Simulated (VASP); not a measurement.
# TaN (P-6m2) in VASP: a series of runs

Aim: see how the results for TaN move with the level of theory and the settings. Levels: PBEsol, LDA. Tasks: single point.

Program: VASP 6.6.1. These are calculated values, not measurements. Logs are shortened: lines on timing, memory, paths and dates and some standing lists are left out, and cuts for length are marked.

## (1) The cell of the first run

Symmetry: P-6m2, No. 187, hexagonal system. The conventional cell has a = 2.938 Å, b = 2.938 Å, c = 2.883 Å, α = 90.00°, β = 90.00°, γ = 120.00°. Within 2.9 Å of Ta (site symmetry -6m2) lie 6 N at 2.23 Å and 2 Ta at 2.88 Å. N (site symmetry -6m2) has 6 Ta at 2.23 Å and 2 N at 2.88 Å within 2.9 Å.

## (2) Single point, PBEsol

INCAR

```
PREC     = Accurate       # precision mode
ENCUT    = 520            # plane-wave cutoff, eV
EDIFF    = 1E-7           # SCF threshold, eV
ISMEAR   = 0              # smearing method
SIGMA    = 0.02           # smearing width, eV
LREAL    = F              # projectors in reciprocal space
LASPH    = T              # aspherical terms in the spheres
NELM     = 100            # most SCF steps
ALGO     = Normal         # electronic algorithm
ISIF     = 2              # what is computed and relaxed
LWAVE    = F              # write WAVECAR
LCHARG   = F              # write CHGCAR
GGA      = PS             # functional
NBANDS   = 15             # bands
```

KPOINTS

```
Automatic mesh
0
Gamma
  10 10 9
```

POSCAR

```
TaN
1.0
    2.9380000000      0.0000000000      0.0000000000
   -1.4690000000      2.5443826363      0.0000000000
    0.0000000000      0.0000000000      2.8830000000
Ta N
1 1
Direct
    0.0000000000      0.0000000000      0.5000000000
    0.6666666667      0.3333333333      0.0000000000
```

Potentials or basis: VASP PAW PBE potentials, release 64 (Ta_pv, N).

Launch:

```bash
> cat potpaw_PBE.64/Ta_pv/POTCAR potpaw_PBE.64/N/POTCAR > POTCAR
> mpirun -np 1 vasp_std > vasp.out
```

OUTCAR:

```text
PREC = Accurate
   ENCUT = 520
   EDIFF = 1E-7
   ISMEAR = 0
   LREAL = F
   LASPH = T
   NELM = 100
   ISIF = 2
   GGA = PS

 ion  position               nearest neighbor table
   1  0.000  0.000  0.500-   2 2.23   2 2.23   2 2.23   2 2.23   2 2.23   2 2.23
   2  0.667  0.333  0.000-   1 2.23   1 2.23   1 2.23   1 2.23   1 2.23   1 2.23

  LATTYP: Found a hexagonal cell.
 ALAT       =     2.9380000000
 C/A-ratio  =     0.9812797822

  Lattice vectors:

 A1 = (   2.9380000000,   0.0000000000,   0.0000000000)
 A2 = (  -1.4690000000,   2.5443826363,   0.0000000000)
 A3 = (   0.0000000000,   0.0000000000,   2.8830000000)

Analysis of symmetry for initial positions (statically):
=====================================================================
 Subroutine PRICEL returns:
 Original cell was already a primitive cell.

 Routine SETGRP: Setting up the symmetry group for a
 hexagonal supercell.

 Subroutine GETGRP returns: Found 12 space group operations
 (whereof 12 operations were pure point group operations)
 out of a pool of 24 trial point group operations.

The static configuration has the point symmetry D_3h.

Analysis of symmetry for dynamics (positions and initial velocities):
=====================================================================
 Subroutine PRICEL returns:
 Original cell was already a primitive cell.

 Routine SETGRP: Setting up the symmetry group for a
 hexagonal supercell.

 Subroutine GETGRP returns: Found 12 space group operations
 (whereof 12 operations were pure point group operations)
 out of a pool of 24 trial point group operations.

The dynamic configuration has the point symmetry D_3h.

 Subroutine INISYM returns: Found 12 space group operations
 (whereof 12 operations are pure point group operations),
 and found     1 'primitive' translations

----------------------------------------------------------------------------------------

                                     Primitive cell

  volume of cell :      21.5516

  direct lattice vectors                    reciprocal lattice vectors
     2.938000000  0.000000000  0.000000000     0.340367597  0.196511324  0.000000000
    -1.469000000  2.544382636  0.000000000     0.000000000  0.393022648  0.000000000
     0.000000000  0.000000000  2.883000000     0.000000000  0.000000000  0.346860909

  length of vectors
     2.938000000  2.938000000  2.883000000     0.393022648  0.393022648  0.346860909

  position of ions in fractional coordinates (direct lattice)
     0.000000000  0.000000000  0.500000000
[... 83 lines left out ...]
   NFREE  =      0    steps in history (QN), initial steepest desc. (CG)
   ISIF   =      2    stress and relaxation
   ISYM   =      2    0-nonsym 1-usesym 2-fastsym
   POTIM  = 0.5000    time-step for ionic-motion
   TEBEG  =    0.0;   TEEND  =   0.0 temperature during run
   PSTRESS=    0.0 pullay stress
   NELECT =      16.0000    total number of electrons
   NUPDOWN=      -1.0000    fix difference up-down
   EMIN   =  10.00;   EMAX   =-10.00  energy-range for DOS
   EFERMI =   0.00;   METHOD = LEGACY
   ISMEAR =     0;   SIGMA  =   0.02  broadening in eV -4-tet -1-fermi 0-gaus
   EFERMI_NEDOS =   21; number of points for ismear=-14 and -15
   IALGO  =     38    algorithm
   IMIX   =      4    mixing-type and parameters
     AMIX     =   0.40;   BMIX     =  1.00
     AMIX_MAG =   1.60;   BMIX_MAG =  1.00
  volume/ion in A,a.u.               =      10.78        72.72
  Fermi-wavevector in a.u.,A,eV,Ry     =   1.482365  2.801264 29.897531  2.197407
  Thomas-Fermi vector in A             =   2.596160
   LORBIT       =      0    0 simple, 1 ext, 2 COOP (PROOUT), +10 PAW based schemes
   GGA     = PS    functional components
   LHFCALC =     F    Hartree Fock is set to
   AEXX    =    0.0000 exact exchange contribution
   IVDW    =     0    specifies the selected vdW correction
   LEPSILON=     F    determine dielectric tensor
   LRPA    =     F    only Hartree local field effects (RPA)
 non-spin polarized calculation
 Gauss-broadening in eV      SIGMA  =   0.02
  energy-cutoff  :      520.00
  volume of cell :       21.55
 maximum number of plane-waves:       599
 NGX is ok and might be reduce to    24
   NGX = 11   NGY = 11   NGZ = 11

 number of electron      16.0000001 magnetization

 Free energy of the ion-electron system (eV)
  ---------------------------------------------------
  ext. energy  EPLUGINS =         0.00000000
  ---------------------------------------------------
  free energy    TOTEN  =       -23.80335489 eV

  energy without entropy =      -23.80335489  energy(sigma->0) =      -23.80335489

 E-fermi :   8.1575     XC(G=0): -13.5052

 val. band max:        8.0095315262   @ k =   0.0000   0.0000   0.4444
 cond. band min:       8.2984752611   @ k =   0.0000   0.0000   0.3333
 fundamental gap:      0.2889437349
 Fermi energy:         8.1574670124

 k-point     1 :       0.0000    0.0000    0.0000
  band No.  band energies     occupation
      1     -26.6881      2.00000
      2     -26.4216      2.00000
      3     -26.4216      2.00000
      4      -9.6439      2.00000
      5       3.5297      2.00000
      6       3.5297      2.00000
      7       3.8659      2.00000
      8       5.1834      2.00000
      9      10.3071      0.00000
     10      11.6902      0.00000
     11      11.6902      0.00000
     12      12.0707      0.00000
     13      12.0707      0.00000
     14      21.0983      0.00000
[... 401 lines left out ...]
      2     -26.7036      2.00000
      3     -26.6433      2.00000
      4      -7.3139      2.00000
      5       0.0244      2.00000
      6       2.6959      2.00000
      7       3.9248      2.00000
      8       5.8198      2.00000
      9      10.6600      0.00000
     10      11.7029      0.00000
     11      12.6260      0.00000
     12      13.8948      0.00000
     13      17.0694      0.00000
     14      19.8902      0.00000
     15      21.4802      0.00000

 [... further k-points ...]
[... 5 lines left out ...]
  --------------------------------------------------------------------------------------
  -------------------------------------------------------------------------------------
  Total       -0.5442267     -0.5442267     -0.5616823      0.0000000      0.0000000      0.0000000
  in kB      -40.4586679    -40.4586679    -41.7563449      0.0000000      0.0000000      0.0000000
  external PRESSURE =     -40.8912269 kB  Pullay stress =       0.0000000 kB

 VOLUME and BASIS-vectors are now :
 -----------------------------------------------------------------------------
  energy-cutoff  :      520.00
  volume of cell :       21.55
      direct lattice vectors                 reciprocal lattice vectors
     2.938000000  0.000000000  0.000000000     0.340367597  0.196511324  0.000000000
    -1.469000000  2.544382636  0.000000000     0.000000000  0.393022648  0.000000000
     0.000000000  0.000000000  2.883000000     0.000000000  0.000000000  0.346860909

 POSITION                                       TOTAL-FORCE (eV/Angst)
 -----------------------------------------------------------------------------------
      0.00000      0.00000      1.44150         0.000000     -0.000000      0.000000
      1.46900      0.84813      0.00000        -0.000000      0.000000      0.000000
 -----------------------------------------------------------------------------------
    total drift:                               -0.000000      0.000000      0.000000

  FREE ENERGIE OF THE ION-ELECTRON SYSTEM (eV)
  ---------------------------------------------------
  free  energy   TOTEN  =       -23.8033548946 eV

  energy  without entropy=      -23.8033548946  energy(sigma->0) =      -23.80335489
```

Run time: 24 s. Hardware: 1 thread of Intel Xeon 8259CL, shared host; peak memory 0.15 GiB.

What came out:

```
Free energy            : -23.8034 eV
Pressure               : -4.1 GPa
Band gap on the k mesh : zero (band 8 reaches 8.30 eV, above the bottom of band 9 at 8.01 eV)
```

Caveat: the PAW data sets were made with another functional, which shifts forces and pressure a little; spin-orbit coupling is left out, which moves the levels of the heavy elements.

## (3) Single point, LDA

INCAR

```
SYSTEM = TaN
PREC = Accurate
ENCUT = 520
EDIFF = 1E-6
ISMEAR = 0
SIGMA = 0.02
LREAL = .FALSE.
LASPH = .TRUE.
NELM = 60
ALGO = Normal
ISIF = 2
LWAVE = .FALSE.
LCHARG = .FALSE.
GGA = CA
NBANDS = 15
```

KPOINTS

```
Automatic mesh
0
G
  10 10 9
  0 0 0
```

POSCAR is that of step 2.

Potentials or basis: VASP PAW LDA potentials, release 64 (Ta_pv, N).

Launch:

```bash
> cat potpaw_LDA.64/Ta_pv/POTCAR potpaw_LDA.64/N/POTCAR > POTCAR
> mpirun -np 1 vasp_std > vasp.out
```

Wall time 23 s (1 thread of Intel Xeon 8259CL, shared host); peak memory 0.14 GiB.

Results (log left out):

* Free energy: -24.7010 eV
* Pressure: -9.8 GPa
* Band gap on the k mesh: zero (band 8 reaches 8.30 eV, above the bottom of band 9 at 8.01 eV)

Stress tensor (GPa, compression positive):
```
 -9.33   0.00   0.00
  0.00  -9.33   0.00
  0.00   0.00 -10.74
```

Levels at points of the mesh, in eV from the Fermi level:
| k point | band 4 | band 5 | band 6 | band 7 | band 8 | band 9 | band 10 | band 11 | band 12 | band 13 |
| --- | --- | --- | --- | --- | --- | --- | --- | --- | --- | --- |
| (0.00, 0.00, 0.00) | -17.58 | -4.59 | -4.59 | -4.24 | -2.92 | 2.32 | 3.53 | 3.53 | 3.88 | 3.88 |
| (0.50, 0.00, 0.00) | -15.23 | -8.28 | -5.23 | -3.52 | -3.17 | 2.90 | 3.98 | 5.14 | 5.22 | 7.51 |

Caveat: spin-orbit coupling is left out, which moves the levels of the heavy elements.
